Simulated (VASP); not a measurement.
Here is a VASP 6.6.1 calculation.

INCAR

```
PREC     = Accurate       # precision mode
ENCUT    = 520            # plane-wave cutoff, eV
EDIFF    = 1E-7           # SCF threshold, eV
ISMEAR   = 0              # smearing method
SIGMA    = 0.15           # smearing width, eV
LREAL    = F              # projectors in reciprocal space
LASPH    = T              # aspherical terms in the spheres
NELM     = 60             # most SCF steps
ALGO     = Fast           # electronic algorithm
ISIF     = 2              # what is computed and relaxed
LWAVE    = F              # write WAVECAR
LCHARG   = F              # write CHGCAR
GGA      = PS             # functional
NBANDS   = 19             # bands
```

The input KPOINTS:

```
regular mesh
0
Gamma
  18 18 10
```

The input POSCAR:

```
Zr
1.0
    3.0414267727      0.0000000000      0.0000000000
   -1.5207133863      2.6339528489      0.0000000000
    0.0000000000      0.0000000000      5.8122149288
Zr
2
Direct
    0.3333333333      0.6666666667      0.2500000000
    0.6666666667      0.3333333333      0.7500000000
```

Potentials or basis: VASP PAW PBE potentials, release 64 (Zr_sv).

Command:

```bash
$ cat potpaw_PBE.64/Zr_sv/POTCAR > POTCAR
$ mpirun -np 1 vasp_std > vasp.out
```

Problem. Predict the band gap on the k mesh.

Solution. Zero (band 12 reaches 8.83 eV, above the bottom of band 13 at 8.61 eV).

Problem. What does it give for the pressure?

Solution. -3.8 GPa.

Stress tensor (GPa, compression positive):
```
-1.42  0.00  0.00
 0.00 -1.42  0.00
 0.00  0.00 -8.70
```

Caveat: the PAW data sets were made with another functional, which shifts forces and pressure a little.
